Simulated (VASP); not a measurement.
# BiTe (Fm-3m) in VASP: notebook

BiTe is run at these levels: RPBE, revPBE; tasks: single point.

Everything below comes from runs of VASP 6.6.1. Logs are shortened: lines on timing, memory, paths and dates and some standing lists are left out, and cuts for length are marked.

## Step 1: The cell of the first run

It takes space group Fm-3m (No. 225, cubic). The conventional cell has a = 6.470 Å, b = 6.470 Å, c = 6.470 Å, α = 90.00°, β = 90.00°, γ = 90.00°. Bi (site symmetry m-3m) has 6 Te at 3.23 Å within 4.3 Å. Within 4.3 Å of Te (site symmetry m-3m) lie 6 Bi at 3.23 Å.

## Step 2: Single point, RPBE

INCAR reads:

```
SYSTEM = BiTe
  PREC = Accurate
  ENCUT = 520
  EDIFF = 1E-6
  ISMEAR = -1
  SIGMA = 0.05
  LREAL = .False.
  LASPH = .True.
  NELM = 80
  ALGO = Normal
  ISIF = 2
  LWAVE = .False.
  LCHARG = .True.
  GGA = RP
  LELF = .True.
  LVHAR = .True.
  NBANDS = 18
```

KPOINTS reads:

```
regular mesh
0
Gamma
  7 7 7
  0 0 0
```

POSCAR reads:

```
BiTe
1.0
    0.0000000000      3.2350000000      3.2350000000
    3.2350000000      0.0000000000      3.2350000000
    3.2350000000      3.2350000000      0.0000000000
Bi Te
1 1
Direct
    0.0000000000      0.0000000000      0.0000000000
    0.5000000000      0.5000000000      0.5000000000
```

Potentials or basis: VASP PAW PBE potentials, release 64 (Bi_d, Te).

Launch:

```sh
$ cat potpaw_PBE.64/Bi_d/POTCAR potpaw_PBE.64/Te/POTCAR > POTCAR
$ mpirun -np 1 vasp_std > vasp.out
```

OUTCAR:

```text
SYSTEM = BiTe
   PREC = Accurate
   ENCUT = 520
   EDIFF = 1E-6
   ISMEAR = -1
   LREAL = .False.
   LASPH = .True.
   NELM = 80
   ISIF = 2
   GGA = RP

 ion  position               nearest neighbor table
   1  0.000  0.000  0.000-   2 3.23   2 3.23   2 3.23   2 3.23   2 3.23   2 3.23
   2  0.500  0.500  0.500-   1 3.23   1 3.23   1 3.23   1 3.23   1 3.23   1 3.23

  LATTYP: Found a face centered cubic cell.
 ALAT       =     6.4700000000

  Lattice vectors:

 A1 = (   0.0000000000,   3.2350000000,   3.2350000000)
 A2 = (   3.2350000000,   0.0000000000,   3.2350000000)
 A3 = (   3.2350000000,   3.2350000000,   0.0000000000)

Analysis of symmetry for initial positions (statically):
=====================================================================
 Subroutine PRICEL returns:
 Original cell was already a primitive cell.

 Routine SETGRP: Setting up the symmetry group for a
 face centered cubic supercell.

 Subroutine GETGRP returns: Found 48 space group operations
 (whereof 48 operations were pure point group operations)
 out of a pool of 48 trial point group operations.

The static configuration has the point symmetry O_h .

Analysis of symmetry for dynamics (positions and initial velocities):
=====================================================================
 Subroutine PRICEL returns:
 Original cell was already a primitive cell.

 Routine SETGRP: Setting up the symmetry group for a
 face centered cubic supercell.

 Subroutine GETGRP returns: Found 48 space group operations
 (whereof 48 operations were pure point group operations)
 out of a pool of 48 trial point group operations.

The dynamic configuration has the point symmetry O_h .

 Subroutine INISYM returns: Found 48 space group operations
 (whereof 48 operations are pure point group operations),
 and found     1 'primitive' translations

----------------------------------------------------------------------------------------

                                     Primitive cell

  volume of cell :      67.7100

  direct lattice vectors                    reciprocal lattice vectors
     0.000000000  3.235000000  3.235000000    -0.154559505  0.154559505  0.154559505
     3.235000000  0.000000000  3.235000000     0.154559505 -0.154559505  0.154559505
     3.235000000  3.235000000  0.000000000     0.154559505  0.154559505 -0.154559505

  length of vectors
[... 72 lines left out ...]
   LNONCOLLINEAR =      F non collinear calculations
   LSORBIT =      F    spin-orbit coupling
   LASPH  =      T    aspherical Exc in radial PAW
   ENCUT  =  520.0 eV  38.22 Ry    6.18 a.u.   8.51  8.51  8.51*2*pi/ulx,y,z
   NELM   =     80;   NELMIN=  2; NELMDL= -5     # of ELM steps
   EDIFF  = 0.1E-05   stopping-criterion for ELM
   LREAL  =      F    real-space projection
   EDIFFG = 0.1E-04   stopping-criterion for IOM
   NSW    =      0    number of steps for IOM
   IBRION =     -1    ionic relax: 0-MD 1-quasi-New 2-CG
   NFREE  =      0    steps in history (QN), initial steepest desc. (CG)
   ISIF   =      2    stress and relaxation
   ISYM   =      2    0-nonsym 1-usesym 2-fastsym
   POTIM  = 0.5000    time-step for ionic-motion
   TEBEG  =    0.0;   TEEND  =   0.0 temperature during run
   PSTRESS=    0.0 pullay stress
   NELECT =      21.0000    total number of electrons
   NUPDOWN=      -1.0000    fix difference up-down
   EMIN   =  10.00;   EMAX   =-10.00  energy-range for DOS
   EFERMI =   0.00;   METHOD = LEGACY
   ISMEAR =    -1;   SIGMA  =   0.05  broadening in eV -4-tet -1-fermi 0-gaus
   EFERMI_NEDOS =   21; number of points for ismear=-14 and -15
   IALGO  =     38    algorithm
   IMIX   =      4    mixing-type and parameters
     AMIX     =   0.40;   BMIX     =  1.00
     AMIX_MAG =   1.60;   BMIX_MAG =  1.00
  volume/ion in A,a.u.               =      33.86       228.46
  Fermi-wavevector in a.u.,A,eV,Ry     =   1.108146  2.094092 16.707785  1.227988
  Thomas-Fermi vector in A             =   2.244669
   LORBIT       =      0    0 simple, 1 ext, 2 COOP (PROOUT), +10 PAW based schemes
   GGA     = RP    functional components
   LHFCALC =     F    Hartree Fock is set to
   AEXX    =    0.0000 exact exchange contribution
   IVDW    =     0    specifies the selected vdW correction
   LEPSILON=     F    determine dielectric tensor
   LRPA    =     F    only Hartree local field effects (RPA)
 non-spin polarized calculation
  energy-cutoff  :      520.00
  volume of cell :       67.71
 maximum number of plane-waves:      1841
 NGX is ok and might be reduce to    36
   NGX = 17   NGY = 17   NGZ = 17

 number of electron      21.0000001 magnetization

 Free energy of the ion-electron system (eV)
  ---------------------------------------------------
  ext. energy  EPLUGINS =         0.00000000
  ---------------------------------------------------
  free energy    TOTEN  =        -6.40772541 eV

  energy without entropy =       -6.38679529  energy(sigma->0) =       -6.39726035

 E-fermi :   6.8151     XC(G=0):  -9.3252

 val. band max:        6.8122480386   @ k =  -0.4286   0.1429   0.0000
 cond. band min:       6.8478742442   @ k =   0.1429   0.1429   0.0000
 fundamental gap:      0.0356262056
 Fermi energy:         6.8151021752

 k-point     1 :       0.0000    0.0000    0.0000
  band No.  band energies     occupation
      1     -16.4565      2.00000
      2     -16.4565      2.00000
      3     -16.4565      2.00000
      4     -16.4558      2.00000
      5     -16.4558      2.00000
      6      -6.7456      2.00000
[... 397 lines left out ...]
      5     -16.4468      2.00000
      6      -4.4841      2.00000
[... 10 lines left out ...]
     17      16.1407      0.00000
     18      16.9883      0.00000

------------------------ aborting loop because EDIFF is reached ----------------------------------------

  FORCE on cell =-STRESS in cart. coord.  units (eV):
  Direction    XX          YY          ZZ          XY          YZ          ZX
  --------------------------------------------------------------------------------------
  -------------------------------------------------------------------------------------
  Total        0.9134229      0.9134229      0.9134229     -0.0000000     -0.0000000      0.0000000
  in kB       21.6137247     21.6137247     21.6137247     -0.0000000     -0.0000000      0.0000000
  external PRESSURE =      21.6137247 kB  Pullay stress =       0.0000000 kB

 VOLUME and BASIS-vectors are now :
 -----------------------------------------------------------------------------
  energy-cutoff  :      520.00
  volume of cell :       67.71
      direct lattice vectors                 reciprocal lattice vectors
     0.000000000  3.235000000  3.235000000    -0.154559505  0.154559505  0.154559505
     3.235000000  0.000000000  3.235000000     0.154559505 -0.154559505  0.154559505
     3.235000000  3.235000000  0.000000000     0.154559505  0.154559505 -0.154559505

 POSITION                                       TOTAL-FORCE (eV/Angst)
 -----------------------------------------------------------------------------------
      0.00000      0.00000      0.00000        -0.000000      0.000000      0.000000
      3.23500      3.23500      3.23500         0.000000      0.000000     -0.000000
 -----------------------------------------------------------------------------------
    total drift:                               -0.000000      0.000000      0.000000

  FREE ENERGIE OF THE ION-ELECTRON SYSTEM (eV)
  ---------------------------------------------------
  free  energy   TOTEN  =        -6.4077254081 eV

  energy  without entropy=       -6.3867952886  energy(sigma->0) =       -6.39726035
```

OSZICAR:

```text
N       E                     dE             d eps       ncg     rms          rms(c)
DAV:   1     0.159092919499E+03    0.15909E+03   -0.99545E+03   720   0.113E+03
DAV:   2     0.596665973986E+01   -0.15313E+03   -0.14923E+03   778   0.304E+02
DAV:   3    -0.608511875954E+01   -0.12052E+02   -0.11893E+02   928   0.898E+01
DAV:   4    -0.640986033596E+01   -0.32474E+00   -0.32427E+00   818   0.157E+01
DAV:   5    -0.642466547024E+01   -0.14805E-01   -0.14804E-01   992   0.320E+00    0.619E+00
DAV:   6    -0.639998563021E+01    0.24680E-01   -0.94549E-02  1008   0.181E+00    0.380E+00
DAV:   7    -0.640710146457E+01   -0.71158E-02   -0.31350E-02   800   0.854E-01    0.595E-01
DAV:   8    -0.640742220917E+01   -0.32074E-03   -0.43656E-03   864   0.436E-01    0.140E-01
DAV:   9    -0.640770291946E+01   -0.28071E-03   -0.49962E-04   808   0.134E-01    0.378E-02
DAV:  10    -0.640771280238E+01   -0.98829E-05   -0.15737E-05   988   0.249E-02    0.262E-02
DAV:  11    -0.640772533117E+01   -0.12529E-04   -0.35419E-05   782   0.313E-02    0.752E-03
DAV:  12    -0.640772540811E+01   -0.76936E-07   -0.12205E-06   702   0.912E-03
   1 F= -.64077254E+01 E0= -.63972603E+01  d E =-.209301E-01
```

stdout:

```text
POSCAR found type information on POSCAR BiTe
 POSCAR found :  2 types and       2 ions
 scaLAPACK will be used
 -----------------------------------------------------------------------------
|                                                                             |
|                                                                             |
|     You enforced a specific xc type in the INCAR file but a different       |
|     I HOPE YOU KNOW WHAT YOU ARE DOING!                                     |
|                                                                             |
 -----------------------------------------------------------------------------

 LDA part: xc-table for (Slater+PW92), standard interpolation
 POSCAR, INCAR and KPOINTS ok, starting setup
 FFT: planning ... GRIDC
 FFT: planning ... GRID_SOFT
 FFT: planning ... GRID
 WAVECAR not read
 entering main loop
```

Run time: 11 s. Hardware: 1 thread of Intel Xeon 6975P-C (Granite Rapids), shared host; peak memory 0.21 GiB.

Results:

```yaml
Free_energy: -6.4077 eV
Pressure: 2.2 GPa
```

Caveat: the PAW data sets were made with another functional, which shifts forces and pressure a little; spin-orbit coupling is left out, which moves the levels of the heavy elements.

(Part 1 of 2 ends here.)
